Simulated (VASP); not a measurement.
**Sn: single point with PBEsol**

Crystal: Sn.

```
Sn
1.0
    -1.44157    1.89798    1.89798
     1.89798   -1.44157    1.89798
     1.89798    1.89798   -1.44157
Sn
1
Direct
  0.00000 0.00000 0.00000
```

This cell differs from its parent crystal: ratio of the length along [111] to the lengths across it x 1.41, volume and fractional coordinates fixed.

```json
{
  "Program": "VASP 6.6.1",
  "Task": "single point",
  "Functional": "PBEsol",
  "Potentials or basis": "VASP PAW PBE potentials, release 64 (Sn_d)",
  "Cutoff": "520 eV",
  "k mesh": "24 × 24 × 24",
  "Occupations": "gaussian, width 0.15 eV",
  "Spin": "no spin polarisation",
  "Dipole correction": "no",
  "Further INCAR settings": "ALGO = Fast; EDIFF = 1e-07; NBANDS = 13"
}
```

```json
{
 "Pressure": "2.5 GPa",
 "Band gap on the k mesh": "zero (bands 7 and 8 overlap by 7.53 eV)"
}
```

Levels at points of the mesh, in eV from the Fermi level:
```csv
k point,band 4,band 5,band 6,band 7,band 8,band 9,band 10,band 11
"(0.00, 0.00, 0.00)",-21.26,-21.26,-11.46,5.64,6.86,6.86,9.97,9.97
"(0.50, 0.00, 0.00)",-21.27,-21.26,-7.74,-5.07,6.11,7.00,9.92,10.65
"(0.50, 0.50, 0.00)",-21.31,-21.12,-4.95,-3.86,-0.12,3.86,8.50,12.52
"(0.50, 0.50, 0.50)",-21.13,-21.13,-1.44,-0.91,-0.91,1.30,4.41,4.41
```

Wall time 4.5 min on 1 thread of Intel(R) Xeon(R) Platinum 8259CL CPU @ 2.50GHz (Skylake/Cascade Lake), on a shared host, peak memory 0.49 GiB.

Caveat: the PAW data sets were made with another functional, which shifts forces and pressure a little; spin-orbit coupling is left out, which moves the levels of the heavy elements.
